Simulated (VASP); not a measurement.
Al: relaxation of cell and atoms with r2SCAN

Al:

```
Al
1.0
     2.86348    0.00000    0.00000
    -1.43174    2.47985    0.00000
     0.00000    0.00000    4.67607
Al
2
Direct
  0.33333 0.66667 0.25000
  0.66667 0.33333 0.75000
```

This isn't the form of Al at room conditions, which is fcc.

```yaml
Program: VASP 6.6.1
Task: relaxation of cell and atoms
Functional: r2SCAN
Potentials_or_basis: VASP PAW PBE potentials, release 64 (Al)
Cutoff: 600 eV
k_mesh: 13 × 13 × 7
Occupations: fermi-dirac, width 0.1 eV
Spin: no spin polarisation
Dipole_correction: no
Further_INCAR_settings: ALGO = Normal; EDIFF = 1e-07; IBRION = 2; EDIFFG = -0.01; NSW = 80; ISIF = 3
```

| Property | Result |
| --- | --- |
| Relaxed volume | 15.95 Å³/atom |
| Relaxed cell | a = 2.837 Å, b = 2.837 Å, c = 4.577 Å, α = 90.00°, β = 90.00°, γ = 120.00° |
| Space group after relaxing (to 0.1 Å) | P6_3/mmc (No. 194) |
| Energy gained by relaxing | 7.3 meV/atom |
| Ionic steps | 6 |
| Pressure after relaxing | 0.0 GPa |
| Band gap on the k mesh | zero (bands 3 and 4 overlap by 6.66 eV) |

Step by step:
| step | energy change (eV) | largest force (eV/Å) | pressure (GPa) | volume (Å³) |
| --- | --- | --- | --- | --- |
| 1 | 0.0000 | 0.0000 | -3.30 | 33.20 |
| 2 | -0.0136 | 0.0000 | 0.89 | 31.59 |
| 3 | -0.0143 | 0.0000 | 0.05 | 31.88 |
| 4 | -0.0143 | 0.0000 | -0.03 | 31.91 |
| 5 | -0.0145 | 0.0000 | -0.03 | 31.91 |
| 6 | -0.0147 | 0.0000 | -0.01 | 31.90 |

Final structure:
```
Al
1.0
     2.83711    0.00000    0.00000
    -1.41855    2.45701    0.00000
     0.00000    0.00000    4.57691
Al
2
Cartesian
  0.0000 1.6380 1.1442
  1.4186 0.8190 3.4327
```

Levels at points of the mesh, in eV from the Fermi level:
```
           k point  band 1  band 2  band 3  band 4  band 5  band 6
(0.00, 0.00, 0.00)  -12.10   -5.08   -4.44   11.39   11.39   11.66
```

Wall time 4.9 min on 1 thread of Intel Xeon 8259CL, with other jobs on the host, peak memory 0.17 GiB.

Caveat: the PAW data sets were made with another functional, which shifts forces and pressure a little.
